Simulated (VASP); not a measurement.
# SiF in VASP: relaxation of the atoms with PBEsol

Aim: the relaxation of the atoms of SiF with PBEsol.

All numbers are computed with VASP 6.6.1; they aren't measurements. Logs are shortened: lines on timing, memory, paths and dates and some standing lists are left out, and cuts for length are marked.

**1. The cell of the first run**

The cell holds a molecule in a box, 2 atoms: a = 15.000 Å, b = 15.500 Å, c = 16.000 Å, α = 90.00°, β = 90.00°, γ = 90.00°.

**2. Relaxation of the atoms, PBEsol, collinear spin**

Input file INCAR:

```
SYSTEM = SiF
PREC = Accurate
ENCUT = 520
EDIFF = 1E-7
ISMEAR = 0
SIGMA = 0.005
LREAL = .False.
LASPH = .True.
NELM = 150
ALGO = Normal
ISIF = 2
LWAVE = .False.
LCHARG = .False.
ISPIN = 2
MAGMOM = 1 0
LORBIT = 11
GGA = PS
IBRION = 2
NSW = 100
EDIFFG = -0.01
ISYM = 0
```

Input file KPOINTS:

```
Automatic mesh
0
Gamma
  1 1 1
  0 0 0
```

Input file POSCAR:

```
SiF
1.0
   15.0000000000      0.0000000000      0.0000000000
    0.0000000000     15.5000000000      0.0000000000
    0.0000000000      0.0000000000     16.0000000000
Si F
1 1
Direct
    0.4851315427      0.4990469909      0.4526708543
    0.5148684573      0.5009530091      0.5473291457
```

Potentials or basis: VASP PAW PBE potentials, release 64 (Si, F).

Command:

```bash
cat potpaw_PBE.64/Si/POTCAR potpaw_PBE.64/F/POTCAR > POTCAR
mpirun -np 1 vasp_gam > vasp.out
```

OUTCAR:

```text
SYSTEM = SiF
   PREC = Accurate
   ENCUT = 520
   EDIFF = 1E-7
   ISMEAR = 0
   LREAL = .False.
   LASPH = .True.
   NELM = 150
   ISIF = 2
   ISPIN = 2
   LORBIT = 11
   GGA = PS
   IBRION = 2
   NSW = 100
   EDIFFG = -0.01
   ISYM = 0

 ion  position               nearest neighbor table
   1  0.485  0.499  0.453-   2 1.58
   2  0.515  0.501  0.547-   1 1.58

IMPORTANT INFORMATION: All symmetrisations will be switched off!
NOSYMM: (Re-)initialisation of all symmetry stuff for point group C_1.

----------------------------------------------------------------------------------------

                                     Primitive cell

  volume of cell :    3720.0000

  direct lattice vectors                    reciprocal lattice vectors
    15.000000000  0.000000000  0.000000000     0.066666667  0.000000000  0.000000000
     0.000000000 15.500000000  0.000000000     0.000000000  0.064516129  0.000000000
     0.000000000  0.000000000 16.000000000     0.000000000  0.000000000  0.062500000

  length of vectors
    15.000000000 15.500000000 16.000000000     0.066666667  0.064516129  0.062500000

  position of ions in fractional coordinates (direct lattice)
     0.485131543  0.499046991  0.452670854
     0.514868457  0.500953009  0.547329146

  ion indices of the primitive-cell ions
   primitive index   ion index
                 1           1
                 2           2

----------------------------------------------------------------------------------------

 KPOINTS: Automatic mesh

Automatic generation of k-mesh.
 Grid dimensions read from file:
 generate k-points for:    1    1    1

 Generating k-lattice:

  Cartesian coordinates                     Fractional coordinates (reciprocal lattice)
     0.066666667  0.000000000  0.000000000     1.000000000  0.000000000  0.000000000
     0.000000000  0.064516129  0.000000000     0.000000000  1.000000000  0.000000000
     0.000000000  0.000000000  0.062500000     0.000000000  0.000000000  1.000000000

  Length of vectors
     0.066666667  0.064516129  0.062500000

  Shift w.r.t. Gamma in fractional coordinates (k-lattice)
     0.000000000  0.000000000  0.000000000

 Subroutine IBZKPT returns following result:
 ===========================================

 Found      1 irreducible k-points:

 Following reciprocal coordinates:
            Coordinates               Weight
  0.000000  0.000000  0.000000      1.000000
   k-points           NKPTS =      1   k-points in BZ     NKDIM =      1   number of bands    NBANDS=     10
   number of dos      NEDOS =    301   number of ions     NIONS =      2
   total plane-waves  NPLWV = ******
   dimension x,y,z NGX =   112 NGY =  120 NGZ =  120
   dimension x,y,z NGXF=   224 NGYF=  240 NGZF=  240
   ions per type =               1   1
   NGX,Y,Z   is equivalent  to a cutoff of  12.41, 12.87, 12.47 a.u.
   NGXF,Y,Z  is equivalent  to a cutoff of  24.83, 25.74, 24.94 a.u.
 SYSTEM =  SiF
   PREC   = accura    normal or accurate (medium, high low for compatibility)
   ISTART =      0    job   : 0-new  1-cont  2-samecut
   ICHARG =      2    charge: 1-file 2-atom 10-const
   ISPIN  =      2    spin polarized calculation?
   LNONCOLLINEAR =      F non collinear calculations
   LSORBIT =      F    spin-orbit coupling
   LASPH  =      T    aspherical Exc in radial PAW
   ENCUT  =  520.0 eV  38.22 Ry    6.18 a.u.  27.89 28.82 29.75*2*pi/ulx,y,z
   NELM   =    150;   NELMIN=  2; NELMDL= -5     # of ELM steps
   EDIFF  = 0.1E-06   stopping-criterion for ELM
   LREAL  =      F    real-space projection
   EDIFFG = -.1E-01   stopping-criterion for IOM
   NSW    =    100    number of steps for IOM
   IBRION =      2    ionic relax: 0-MD 1-quasi-New 2-CG
   NFREE  =      1    steps in history (QN), initial steepest desc. (CG)
   ISIF   =      2    stress and relaxation
   ISYM   =      0    0-nonsym 1-usesym 2-fastsym
   POTIM  = 0.5000    time-step for ionic-motion
   TEBEG  =    0.0;   TEEND  =   0.0 temperature during run
   PSTRESS=    0.0 pullay stress
   NELECT =      11.0000    total number of electrons
   NUPDOWN=      -1.0000    fix difference up-down
   EMIN   =  10.00;   EMAX   =-10.00  energy-range for DOS
   EFERMI =   0.00;   METHOD = LEGACY
   ISMEAR =     0;   SIGMA  =   0.01  broadening in eV -4-tet -1-fermi 0-gaus
   EFERMI_NEDOS =   21; number of points for ismear=-14 and -15
   IALGO  =     38    algorithm
   IMIX   =      4    mixing-type and parameters
     AMIX     =   0.40;   BMIX     =  1.00
     AMIX_MAG =   1.60;   BMIX_MAG =  1.00
  volume/ion in A,a.u.               =    1860.00     12551.90
  Fermi-wavevector in a.u.,A,eV,Ry     =   0.234977  0.444042  0.751233  0.055214
  Thomas-Fermi vector in A             =   1.033633
   LORBIT       =     11    0 simple, 1 ext, 2 COOP (PROOUT), +10 PAW based schemes
   GGA     = PS    functional components
   LHFCALC =     F    Hartree Fock is set to
   AEXX    =    0.0000 exact exchange contribution
   IVDW    =     0    specifies the selected vdW correction
   LEPSILON=     F    determine dielectric tensor
   LRPA    =     F    only Hartree local field effects (RPA)
 conjugate gradient relaxation of ions
 spin polarized calculation
 Gauss-broadening in eV      SIGMA  =   0.01
  energy-cutoff  :      520.00
  volume of cell :     3720.00
 maximum number of plane-waves:     50071
 NGX is ok and might be reduce to   112
   NGX = 55   NGY = 57   NGZ = 59

--------------------------------------- Ionic step        1  -------------------------------------------

 number of electron      11.0000008 magnetization       1.0000000

 Free energy of the ion-electron system (eV)
  ---------------------------------------------------
  ext. energy  EPLUGINS =         0.00000000
  ---------------------------------------------------
  free energy    TOTEN  =        -7.99113010 eV

  energy without entropy =       -7.99113010  energy(sigma->0) =       -7.99113010

------------------------ aborting loop because EDIFF is reached ----------------------------------------

  FORCE on cell =-STRESS in cart. coord.  units (eV):
  Direction    XX          YY          ZZ          XY          YZ          ZX
  --------------------------------------------------------------------------------------
  -------------------------------------------------------------------------------------
  Total        0.1447232     -0.0478232      2.1468281      0.0116280      0.0428465      0.6458650
  in kB        0.0623313     -0.0205971      0.9246235      0.0050081      0.0184537      0.2781694
  external PRESSURE =       0.3221192 kB  Pullay stress =       0.0000000 kB
[... 89 lines left out ...]
  FREE ENERGIE OF THE ION-ELECTRON SYSTEM (eV)
  ---------------------------------------------------
  free  energy   TOTEN  =        -8.0255207076 eV

  energy  without entropy=       -8.0255207076  energy(sigma->0) =       -8.02552071

[... ionic steps 4 to 7 ...]

--------------------------------------- Ionic step        8  -------------------------------------------

 number of electron      11.0000009 magnetization       1.0000000

------------------------ aborting loop because EDIFF is reached ----------------------------------------

  FORCE on cell =-STRESS in cart. coord.  units (eV):
  Direction    XX          YY          ZZ          XY          YZ          ZX
  --------------------------------------------------------------------------------------
  -------------------------------------------------------------------------------------
  Total       -0.0470526     -0.0462690     -0.0328111      0.0010380      0.0003021      0.0050024
  in kB       -0.0202652     -0.0199277     -0.0141315      0.0004471      0.0001301      0.0021545
  external PRESSURE =      -0.0181081 kB  Pullay stress =       0.0000000 kB
[... 57 lines left out ...]
  energy  without entropy=       -8.0255219857  energy(sigma->0) =       -8.02552199

--------------------------------------- Ionic step       10  -------------------------------------------

 number of electron      11.0000009 magnetization       1.0000000

 Free energy of the ion-electron system (eV)
  ---------------------------------------------------
  ext. energy  EPLUGINS =         0.00000000
  ---------------------------------------------------
  free energy    TOTEN  =        -8.02552199 eV

  energy without entropy =       -8.02552199  energy(sigma->0) =       -8.02552199

 E-fermi :  -3.8315     XC(G=0):  -0.2631

 val. band max:       -3.8625494237   @ k =   0.0000   0.0000   0.0000
 cond. band min:      -3.6673412029   @ k =   0.0000   0.0000   0.0000
 fundamental gap:      0.1952082208
 Fermi energy:        -3.8314588740

 spin component 1

 k-point     1 :       0.0000    0.0000    0.0000
  band No.  band energies     occupation
      1     -29.8268      1.00000
      2     -13.1758      1.00000
      3     -10.7957      1.00000
      4     -10.7225      1.00000
      5      -8.8806      1.00000
      6      -3.8625      1.00000
      7      -3.6673      0.00000
      8      -1.0736      0.00000
      9      -0.2562      0.00000
     10       0.3592      0.00000
 Fermi energy:        -3.8314588740

 spin component 2

 k-point     1 :       0.0000    0.0000    0.0000
  band No.  band energies     occupation
      1     -29.7360      1.00000
      2     -12.9502      1.00000
      3     -10.7461      1.00000
      4     -10.4701      1.00000
      5      -8.2831      1.00000
      6      -3.3238      0.00000
      7      -2.3863      0.00000
      8      -0.7545      0.00000
      9      -0.0548      0.00000
     10       0.4885      0.00000
[... 27 lines left out ...]
  FREE ENERGIE OF THE ION-ELECTRON SYSTEM (eV)
  ---------------------------------------------------
  free  energy   TOTEN  =        -8.0255219938 eV

  energy  without entropy=       -8.0255219938  energy(sigma->0) =       -8.02552199

 reached required accuracy - stopping structural energy minimisation

 total charge

# of ion       s       p       d       tot
------------------------------------------
    1        0.919   0.626   0.000   1.545
    2        1.747   4.351   0.000   6.099
--------------------------------------------------
tot          2.666   4.977   0.000   7.643

 magnetization (x)

# of ion       s       p       d       tot
------------------------------------------
    1        0.005   0.265   0.000   0.271
    2        0.000   0.046   0.000   0.047
--------------------------------------------------
tot          0.005   0.312   0.000   0.317
```

Wall time 88 min (1 thread of Intel Xeon Platinum 8559C (Emerald Rapids), shared host); peak memory 3.6 GiB.

Results:

| Quantity | Value |
| --- | --- |
| Free energy | -8.0255 eV |
| Energy gained by relaxing | 17.2 meV/atom |
| Ionic steps | 10 |
| Largest force after relaxing | 0.009 eV/Å |
| Gap between the frontier levels | 0.20 eV |
| Net moment | 1.00 μB per cell |
| Site moments | Si +0.27; F +0.05 μB |
| Valence electrons inside the program's atomic spheres | Si 1.54; F 6.10 |

Forces in eV/Å, atoms in the order of the input:
```
Si  -0.003  0.000 -0.008
F    0.003  0.000  0.008
```

The path:
```csv
step,energy change (eV),largest force (eV/Å),pressure (GPa)
1,0.0000,1.5135,0.03
2,0.0772,2.0686,-0.05
3,-0.0344,0.0141,0.00
4,-0.0344,0.0125,0.00
5,-0.0344,0.0123,0.00
6,-0.0344,0.0116,0.00
7,-0.0344,0.0114,0.00
8,-0.0344,0.0110,0.00
9,-0.0344,0.0103,0.00
10,-0.0344,0.0087,0.00
```

Final structure:
```cif
data_structure
_symmetry_space_group_name_H-M 'P 1'
_symmetry_Int_Tables_number 1
_cell_length_a 15.0000
_cell_length_b 15.5000
_cell_length_c 16.0000
_cell_angle_alpha 90.000
_cell_angle_beta 90.000
_cell_angle_gamma 90.000
_cell_volume 3720.00
loop_
_atom_site_label
_atom_site_type_symbol
_atom_site_fract_x
_atom_site_fract_y
_atom_site_fract_z
_atom_site_occupancy
Si1 Si 0.48468 0.49901 0.45125 1
F1 F 0.51532 0.50099 0.54875 1
```

Levels at points of the mesh, in eV from the valence-band top:
Spin up:
| k point | band 4 | band 5 | band 6 | band 7 | band 8 | band 9 |
| --- | --- | --- | --- | --- | --- | --- |
| (0.00, 0.00, 0.00) | -6.86 | -5.02 | 0.00 | 0.20 | 2.79 | 3.61 |
Spin down:
| k point | band 1 | band 2 | band 3 | band 4 | band 5 | band 6 | band 7 | band 8 | band 9 | band 10 |
| --- | --- | --- | --- | --- | --- | --- | --- | --- | --- | --- |
| (0.00, 0.00, 0.00) | -25.87 | -9.09 | -6.88 | -6.61 | -4.42 | 0.54 | 1.48 | 3.11 | 3.81 | 4.35 |

Caveat: the PAW data sets were made with another functional, which shifts forces and pressure a little.
